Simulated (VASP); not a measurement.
# LiH (Fm-3m) in VASP: notebook

LiH is run at these levels: LDA; tasks: elastic constants.

All numbers are computed with VASP 6.6.1; they aren't measurements. Logs are shortened: lines on timing, memory, paths and dates and some standing lists are left out, and cuts for length are marked.

## Step 1: The cell of the first run

It takes space group Fm-3m (No. 225, cubic). Conventional cell: a = 3.910 Å, b = 3.910 Å, c = 3.910 Å, α = 90.00°, β = 90.00°, γ = 90.00°. Within 2.6 Å of Li (site symmetry m-3m) lie 6 H at 1.96 Å. H (site symmetry m-3m) has 6 Li at 1.96 Å within 2.6 Å.

## Step 2: Elastic constants, LDA

INCAR reads:

```
SYSTEM = LiH
ALGO = Normal
EDIFF = 1E-8
ENCUT = 600
IBRION = 6
ISIF = 3
ISMEAR = 0
LASPH = .True.
LCHARG = .False.
LREAL = .False.
LWAVE = .False.
NBANDS = 9
NELM = 80
NFREE = 2
NSW = 1
POTIM = 0.015
PREC = Accurate
SIGMA = 0.01
```

KPOINTS reads:

```
k-points
0
Gamma
  10 10 10
  0 0 0
```

POSCAR reads:

```
LiH
1.0
    0.0000000000      1.9552450878      1.9552450878
    1.9552450878      0.0000000000      1.9552450878
    1.9552450878      1.9552450878      0.0000000000
Li H
1 1
Direct
    0.0000000000      0.0000000000      0.0000000000
    0.5000000000      0.5000000000      0.5000000000
```

Potentials or basis: VASP PAW LDA potentials, release 64 (Li_sv, H).

The run is started by

```console
cat potpaw_LDA.64/Li_sv/POTCAR potpaw_LDA.64/H/POTCAR > POTCAR
mpirun -np 1 vasp_std > vasp.out
```

OUTCAR:

```text
SYSTEM = LiH
   EDIFF = 1E-8
   ENCUT = 600
   IBRION = 6
   ISIF = 3
   ISMEAR = 0
   LASPH = .True.
   LREAL = .False.
   NELM = 80
   NFREE = 2
   NSW = 1
   POTIM = 0.015
   PREC = Accurate

 ion  position               nearest neighbor table
   1  0.000  0.000  0.000-
   2  0.500  0.500  0.500-

  LATTYP: Found a face centered cubic cell.
 ALAT       =     3.9104901756

  Lattice vectors:

 A1 = (   0.0000000000,   1.9552450878,   1.9552450878)
 A2 = (   1.9552450878,   0.0000000000,   1.9552450878)
 A3 = (   1.9552450878,   1.9552450878,   0.0000000000)

Analysis of symmetry for initial positions (statically):
=====================================================================
 Subroutine PRICEL returns:
 Original cell was already a primitive cell.

 Routine SETGRP: Setting up the symmetry group for a
 face centered cubic supercell.

 Subroutine GETGRP returns: Found 48 space group operations
 (whereof 48 operations were pure point group operations)
 out of a pool of 48 trial point group operations.

The static configuration has the point symmetry O_h .

Analysis of symmetry for dynamics (positions and initial velocities):
=====================================================================
 Subroutine PRICEL returns:
 Original cell was already a primitive cell.

 Routine SETGRP: Setting up the symmetry group for a
 face centered cubic supercell.

 Subroutine GETGRP returns: Found 48 space group operations
 (whereof 48 operations were pure point group operations)
 out of a pool of 48 trial point group operations.

The dynamic configuration has the point symmetry O_h .

 Subroutine INISYM returns: Found 48 space group operations
 (whereof 48 operations are pure point group operations),
 and found     1 'primitive' translations

----------------------------------------------------------------------------------------

                                     Primitive cell

  volume of cell :      14.9497

  direct lattice vectors                    reciprocal lattice vectors
     0.000000000  1.955245088  1.955245088    -0.255722417  0.255722417  0.255722417
     1.955245088  0.000000000  1.955245088     0.255722417 -0.255722417  0.255722417
     1.955245088  1.955245088  0.000000000     0.255722417  0.255722417 -0.255722417

  length of vectors
     2.765134121  2.765134121  2.765134121     0.442924219  0.442924219  0.442924219

  position of ions in fractional coordinates (direct lattice)
     0.000000000  0.000000000  0.000000000
     0.500000000  0.500000000  0.500000000

  ion indices of the primitive-cell ions
   primitive index   ion index
                 1           1
                 2           2

----------------------------------------------------------------------------------------

 KPOINTS: k-points

Automatic generation of k-mesh.
 Grid dimensions read from file:
 generate k-points for:   10   10   10

 Generating k-lattice:

  Cartesian coordinates                     Fractional coordinates (reciprocal lattice)
    -0.025572242  0.025572242  0.025572242     0.100000000  0.000000000  0.000000000
     0.025572242 -0.025572242  0.025572242     0.000000000  0.100000000  0.000000000
     0.025572242  0.025572242 -0.025572242     0.000000000  0.000000000  0.100000000

  Length of vectors
     0.044292422  0.044292422  0.044292422

  Shift w.r.t. Gamma in fractional coordinates (k-lattice)
     0.000000000  0.000000000  0.000000000

 Subroutine IBZKPT returns following result:
 ===========================================

 Found     47 irreducible k-points:

 Following reciprocal coordinates:
            Coordinates               Weight
  0.000000  0.000000  0.000000      1.000000
  0.100000  0.000000  0.000000      8.000000
  0.200000  0.000000  0.000000      8.000000
  0.300000  0.000000  0.000000      8.000000
  0.400000  0.000000  0.000000      8.000000
  0.500000  0.000000  0.000000      4.000000
[... 16 lines left out ...]
  0.300000  0.300000  0.000000      6.000000
  0.400000  0.300000  0.000000     24.000000
 [... further k-points ...]
[... 31 lines left out ...]
   EMIN   =  10.00;   EMAX   =-10.00  energy-range for DOS
   EFERMI =   0.00;   METHOD = LEGACY
   ISMEAR =     0;   SIGMA  =   0.01  broadening in eV -4-tet -1-fermi 0-gaus
   EFERMI_NEDOS =   21; number of points for ismear=-14 and -15
   IALGO  =     38    algorithm
   IMIX   =      4    mixing-type and parameters
     AMIX     =   0.40;   BMIX     =  1.00
     AMIX_MAG =   1.60;   BMIX_MAG =  1.00
  volume/ion in A,a.u.               =       7.47        50.44
  Fermi-wavevector in a.u.,A,eV,Ry     =   1.054914  1.993498 15.141149  1.112843
  Thomas-Fermi vector in A             =   2.190092
   LORBIT       =      0    0 simple, 1 ext, 2 COOP (PROOUT), +10 PAW based schemes
   GGA     = CA    functional components
   LHFCALC =     F    Hartree Fock is set to
   AEXX    =    0.0000 exact exchange contribution
   IVDW    =     0    specifies the selected vdW correction
   LEPSILON=     F    determine dielectric tensor
   LRPA    =     F    only Hartree local field effects (RPA)
 finite differences with symmetry
 non-spin polarized calculation
 Gauss-broadening in eV      SIGMA  =   0.01
  energy-cutoff  :      600.00
  volume of cell :       14.95
 maximum number of plane-waves:       531
 NGX is ok and might be reduce to    24
   NGX = 11   NGY = 11   NGZ = 11

--------------------------------------- Ionic step        1  -------------------------------------------

 number of electron       4.0000002 magnetization

 Free energy of the ion-electron system (eV)
  ---------------------------------------------------
  ext. energy  EPLUGINS =         0.00000000
  ---------------------------------------------------
  free energy    TOTEN  =        -6.49635172 eV

  energy without entropy =       -6.49635172  energy(sigma->0) =       -6.49635172

------------------------ aborting loop because EDIFF is reached ----------------------------------------

  FORCE on cell =-STRESS in cart. coord.  units (eV):
  Direction    XX          YY          ZZ          XY          YZ          ZX
  --------------------------------------------------------------------------------------
  -------------------------------------------------------------------------------------
  Total       -0.0240692     -0.0240692     -0.0240692     -0.0000000     -0.0000000      0.0000000
  in kB       -2.5795155     -2.5795155     -2.5795155     -0.0000000     -0.0000000      0.0000000
  external PRESSURE =      -2.5795155 kB  Pullay stress =       0.0000000 kB
[... 89 lines left out ...]
  FREE ENERGIE OF THE ION-ELECTRON SYSTEM (eV)
  ---------------------------------------------------
  free  energy   TOTEN  =        -6.4956157714 eV

  energy  without entropy=       -6.4956157714  energy(sigma->0) =       -6.49561577

[... ionic steps 4 to 14 ...]

--------------------------------------- Ionic step       15  -------------------------------------------

 number of electron       4.0000001 magnetization

------------------------ aborting loop because EDIFF is reached ----------------------------------------
[... 67 lines left out ...]
--------------------------------------- Ionic step       17  -------------------------------------------

 number of electron       4.0000001 magnetization

 Free energy of the ion-electron system (eV)
  ---------------------------------------------------
  ext. energy  EPLUGINS =         0.00000000
  ---------------------------------------------------
  free energy    TOTEN  =        -6.49619882 eV

  energy without entropy =       -6.49619882  energy(sigma->0) =       -6.49619882

 E-fermi :   0.8021     XC(G=0):  -9.0536

 val. band max:        0.5800138956   @ k =   0.5000   0.5000   0.0000
 cond. band min:       3.1130968070   @ k =   0.5000   0.5000   0.0000
 fundamental gap:      2.5330829114
 Fermi energy:         0.8020661397

 k-point     1 :       0.0000    0.0000    0.0000
  band No.  band energies     occupation
      1     -42.8401      2.00000
      2      -5.2607      2.00000
      3      17.6723      0.00000
      4      18.7350      0.00000
      5      18.7350      0.00000
      6      18.7471      0.00000
      7      23.7160      0.00000
      8      23.7160      0.00000
      9      23.7172      0.00000
[... 265 lines left out ...]
 k-point    24 :       0.4000    0.3000    0.0000
  band No.  band energies     occupation
      1     -42.7668      2.00000
      2      -2.0369      2.00000
      3       7.2544      0.00000
      4      11.0154      0.00000
      5      12.3583      0.00000
      6      17.1213      0.00000
      7      18.6974      0.00000
      8      31.3211      0.00000
      9      31.6076      0.00000

 [... further k-points ...]
[... 5 lines left out ...]
  --------------------------------------------------------------------------------------
  -------------------------------------------------------------------------------------
  Total       -0.0222582     -0.0247073     -0.0247073     -0.0000000      0.0000000      0.0000000
  in kB       -2.3854355     -2.6479066     -2.6479066     -0.0000000      0.0000000      0.0000000
  external PRESSURE =      -2.5604162 kB  Pullay stress =       0.0000000 kB
[... 17 lines left out ...]
  FREE ENERGIE OF THE ION-ELECTRON SYSTEM (eV)
  ---------------------------------------------------
  free  energy   TOTEN  =        -6.4961988221 eV

  energy  without entropy=       -6.4961988221  energy(sigma->0) =       -6.49619882

 INTERNAL STRAIN TENSORS FROM STRAINED CELLS
 ============================================

 INTERNAL STRAIN TENSOR FOR ION    1 for displacements in x,y,z  (eV/Angst):
          X           Y           Z          XY          YZ          ZX
  --------------------------------------------------------------------------------
  x     0.00000    -0.00000     0.00000     0.00000     0.00000     0.00000
  y    -0.00000     0.00000     0.00000     0.00000     0.00000    -0.00000
  z     0.00000    -0.00000     0.00000    -0.00000    -0.00000     0.00000

 INTERNAL STRAIN TENSORS FROM DISPLACED ATOMS
 ============================================

 INTERNAL STRAIN TENSOR FOR ION    1 for displacements in x,y,z  (eV/Angst):
          X           Y           Z          XY          YZ          ZX
  --------------------------------------------------------------------------------
  x     0.00000     0.00000     0.00000     0.00000     0.00000     0.00000
  y     0.00000     0.00000     0.00000     0.00000     0.00000     0.00000
  z     0.00000     0.00000     0.00000     0.00000     0.00000     0.00000

 INTERNAL STRAIN TENSOR FOR ION    2 for displacements in x,y,z  (eV/Angst):
          X           Y           Z          XY          YZ          ZX
  --------------------------------------------------------------------------------
  x     0.00000     0.00000     0.00000     0.00000     0.00000     0.00000
  y     0.00000     0.00000     0.00000     0.00000     0.00000     0.00000
  z     0.00000     0.00000     0.00000     0.00000     0.00000     0.00000

 Eigenvectors and eigenvalues of the dynamical matrix
 ----------------------------------------------------

   1 f  =   19.489513 THz   122.456221 2PiTHz  650.100173 cm-1    80.602112 meV
             X         Y         Z           dx          dy          dz
      0.000000  0.000000  0.000000     0.000000    0.353668    0.000000
      1.955245  1.955245  1.955245     0.000000   -0.935371    0.000000
[... 21 lines left out ...]
   6 f/i=    0.006979 THz     0.043852 2PiTHz    0.232803 cm-1     0.028864 meV
             X         Y         Z           dx          dy          dz
      0.000000  0.000000  0.000000     0.000000   -0.935371    0.000000
      1.955245  1.955245  1.955245     0.000000   -0.353668    0.000000

--------------------------------------------------------------------------------------------------------

 ELASTIC MODULI CONTR FROM IONIC RELAXATION (kBar)
 Direction    XX          YY          ZZ          XY          YZ          ZX
 --------------------------------------------------------------------------------
 XX           0.0000      0.0000      0.0000      0.0000      0.0000      0.0000
 YY           0.0000      0.0000      0.0000      0.0000      0.0000      0.0000
 ZZ           0.0000      0.0000      0.0000      0.0000      0.0000      0.0000
 XY           0.0000      0.0000      0.0000      0.0000      0.0000      0.0000
 YZ           0.0000      0.0000      0.0000      0.0000      0.0000      0.0000
 ZX           0.0000      0.0000      0.0000      0.0000      0.0000      0.0000
 --------------------------------------------------------------------------------

 TOTAL ELASTIC MODULI (kBar)
 Direction    XX          YY          ZZ          XY          YZ          ZX
 --------------------------------------------------------------------------------
 XX        1005.9863     94.7643     94.7643      0.0000      0.0000      0.0000
 YY          94.7643   1005.9863     94.7643     -0.0000     -0.0000     -0.0000
 ZZ          94.7643     94.7643   1005.9863      0.0000     -0.0000      0.0000
 XY           0.0000     -0.0000      0.0000    513.4995      0.0000      0.0000
 YZ           0.0000     -0.0000     -0.0000      0.0000    513.4995      0.0000
 ZX           0.0000     -0.0000      0.0000      0.0000      0.0000    513.4995
 --------------------------------------------------------------------------------
```

It took 5.9 min on 1 thread of Intel Xeon 6975P-C, shared host; peak memory 0.2 GiB.

What came out:

- Elastic constants C11, C12, C44: 101, 9, 51 GPa
- Voigt bulk modulus: 40 GPa
- Highest phonon frequency at Γ, LO-TO splitting left out: 650 cm⁻¹

Phonon frequencies in cm⁻¹ (negative: imaginary):
| q point | frequencies |
| --- | --- |
| (0.000, 0.000, 0.000) | 0 0 0 650 650 650 |

Elastic tensor in Voigt notation (GPa, in the Cartesian axes of the cell as first typed):
```
101   9   9   0   0   0
  9 101   9   0   0   0
  9   9 101   0   0   0
  0   0   0  51   0   0
  0   0   0   0  51   0
  0   0   0   0   0  51
```

Clamped-ion elastic tensor (GPa):
```
101   9   9   0   0   0
  9 101   9   0   0   0
  9   9 101   0   0   0
  0   0   0  51   0   0
  0   0   0   0  51   0
  0   0   0   0   0  51
```

Caveat: the cutoff is under 1.25 times the usual one of these potentials, so pressure, stress and relaxed cells hold a basis-set (Pulay) error.

## Step 3: Elastic constants, LDA

INCAR reads:

```
ALGO = Normal
EDIFF = 1E-8
ENCUT = 600
GGA = CA
IBRION = 6
ISIF = 3
ISMEAR = 0
LASPH = T
LCHARG = F
LREAL = F
LWAVE = F
NELM = 100
NFREE = 2
NSW = 1
POTIM = 0.015
PREC = Accurate
SIGMA = 0.01
```

KPOINTS reads:

```
k-points
0
Gamma
  10 10 10
```

POSCAR is that of step 2.

Potentials or basis: VASP PAW LDA potentials, release 64 (Li_sv, H).

The run is started by

```console
cat potpaw_LDA.64/Li_sv/POTCAR potpaw_LDA.64/H/POTCAR > POTCAR
mpirun -np 1 vasp_std > vasp.out
```

Run time: 3.9 min. Hardware: 1 thread of Intel Xeon 6975P-C, shared host; peak memory 0.17 GiB.

Results (log left out):

- Elastic constants C11, C12, C44: 101, 9, 51 GPa
- Voigt bulk modulus: 40 GPa
- Highest phonon frequency at Γ, LO-TO splitting left out: 650 cm⁻¹

Phonon frequencies in cm⁻¹ (negative: imaginary):
| q point | frequencies |
| --- | --- |
| (0.000, 0.000, 0.000) | 0 0 0 650 650 650 |

Elastic tensor in Voigt notation (GPa, in the Cartesian axes of the cell as first typed):
```
101   9   9   0   0   0
  9 101   9   0   0   0
  9   9 101   0   0   0
  0   0   0  51   0   0
  0   0   0   0  51   0
  0   0   0   0   0  51
```

Clamped-ion elastic tensor (GPa):
```
101   9   9   0   0   0
  9 101   9   0   0   0
  9   9 101   0   0   0
  0   0   0  51   0   0
  0   0   0   0  51   0
  0   0   0   0   0  51
```

Caveat: the cutoff is under 1.25 times the usual one of these potentials, so pressure, stress and relaxed cells hold a basis-set (Pulay) error.
